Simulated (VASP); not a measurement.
Crystal: GaP.

```
Ga P
1.0
     0.00000    2.60477    2.60477
     2.60477    0.00000    2.60477
     2.60477    2.60477    0.00000
Ga P
1 1
Cartesian
  0.0000 0.0000 0.0000
  1.3024 1.3024 1.3024
```

* Program: VASP 6.6.1
* Task: relaxation of cell and atoms
* Functional: PBE
* Potentials or basis: VASP PAW PBE potentials, release 64 (Ga_d, P)
* Cutoff: 600 eV
* k mesh: 8 × 8 × 8
* Occupations: fermi-dirac, width 0.02 eV
* Spin: no spin polarisation

At the start: pressure 18.3 GPa; volume 17.67 Å³/atom.

Task: How do energy, volume and symmetry change on relaxing?

Result: Over 3 steps the energy falls by 156.8 meV/atom and the volume is 20.87 Å³/atom (+18.1 %); space group F-43m (No. 216, to 0.05 Å).

The path:
```
step  energy change (eV)  largest force (eV/Å)  pressure (GPa)  volume (Å³)
   1              0.0000                0.0000           18.30        35.35
   2             -0.1982                0.0000           -6.67        46.71
   3             -0.3135                0.0000           -0.03        41.74
```

Final structure:
```
Ga P
1.0
     0.00000    2.75325    2.75325
     2.75325    0.00000    2.75325
     2.75325    2.75325    0.00000
Ga P
1 1
Direct
  0.00000 0.00000 0.00000
  0.25000 0.25000 0.25000
```

Caveat: the volume moved by over 15 % at a fixed basis, so the end points are rough.
